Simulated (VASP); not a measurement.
# Al15Au8 (a cell with a defect): single point with PBE

System: Al15Au8 (a cell with a defect).

```
CELL_PARAMETERS angstrom
0.00000 6.00192 6.00192
6.00192 0.00000 6.00192
6.00192 6.00192 0.00000
ATOMIC_POSITIONS crystal
Au 0.00389 0.00680 0.99377
Au 0.98449 0.99966 0.50704
Au 0.00113 0.50138 0.00319
Au 0.00113 0.50138 0.49254
Au 0.49726 0.99751 0.01963
Au 0.49726 0.99751 0.48383
Au 0.50655 0.50414 0.99377
Au 0.49941 0.48474 0.50704
Al 0.12857 0.12127 0.12342
Al 0.37612 0.37331 0.36982
Al 0.12857 0.12127 0.62498
Al 0.37612 0.37331 0.87898
Al 0.13702 0.63727 0.11197
Al 0.36122 0.86147 0.38777
Al 0.12120 0.62145 0.62780
Al 0.58575 0.08600 0.66324
Al 0.63376 0.13401 0.11524
Al 0.87155 0.37180 0.37745
Al 0.88109 0.38134 0.86790
Al 0.62102 0.62882 0.12342
Al 0.87306 0.87637 0.36982
Al 0.62102 0.62882 0.62498
Al 0.87306 0.87637 0.87898
```

```json
{"Program": "VASP 6.6.1", "Task": "single point", "Functional": "PBE", "Potentials or basis": "VASP PAW PBE potentials, release 64 (Au, Al)", "Cutoff": "520 eV", "k mesh": "2 × 2 × 2", "Occupations": "fermi-dirac, width 0.05 eV", "Spin": "no spin polarisation", "Dipole correction": "no", "Further INCAR settings": "LREAL = Auto; ALGO = Normal; EDIFF = 1e-06; NBANDS = 84"}
```

* Pressure: 1.9 GPa
* Largest force: 0.583 eV/Å
* Band gap on the k mesh: zero (an odd number of electrons rules out a gap without spin polarisation)

Forces in eV/Å, atoms in the order of the input:
```
Au   0.031 -0.031 -0.073
Au  -0.007  0.007  0.008
Au  -0.006 -0.006 -0.022
Au   0.006  0.006 -0.022
Au  -0.079 -0.079 -0.026
Au   0.079  0.079 -0.026
Au  -0.031  0.031 -0.073
Au   0.007 -0.007  0.008
Al  -0.043 -0.009 -0.029
Al   0.002  0.008 -0.035
Al   0.009  0.043 -0.029
Al  -0.008 -0.002 -0.035
Al   0.000  0.000  0.012
Al   0.000  0.000  0.059
Al   0.000  0.000  0.008
Al   0.000  0.000  0.583
Al   0.000  0.000 -0.135
Al   0.000  0.000 -0.001
Al   0.000  0.000 -0.046
Al  -0.009 -0.043 -0.029
Al   0.008  0.002 -0.035
Al   0.043  0.009 -0.029
Al  -0.002 -0.008 -0.035
```

Stress tensor (GPa, compression positive):
```
1.91 0.60 0.00
0.60 1.91 0.00
0.00 0.00 1.85
```

Levels at points of the mesh, in eV from the Fermi level:
| k point | band 64 | band 65 | band 66 | band 67 | band 68 | band 69 |
| --- | --- | --- | --- | --- | --- | --- |
| (0.00, 0.00, 0.00) | 0.51 | 0.67 | 0.68 | 1.07 | 1.10 | 1.17 |
| (0.50, 0.00, 0.00) | -0.83 | -0.83 | -0.81 | -0.24 | -0.11 | 1.55 |
| (0.00, 0.00, 0.50) | -0.84 | -0.79 | -0.74 | -0.26 | -0.20 | 1.54 |
| (0.50, 0.50, 0.00) | -0.42 | -0.22 | -0.19 | 0.03 | 0.12 | 0.47 |
| (0.00, 0.50, 0.50) | -0.47 | -0.24 | -0.20 | 0.03 | 0.10 | 0.49 |

Wall time 7.3 min on 1 thread of Oxide Virtual Turin-like Processor, on a shared host, peak memory 0.56 GiB.

Caveat: the k points lie up to 0.45 Å⁻¹ apart, too coarse for converged energies and pressures of a metal; spin-orbit coupling is left out, which moves the levels of the heavy elements.
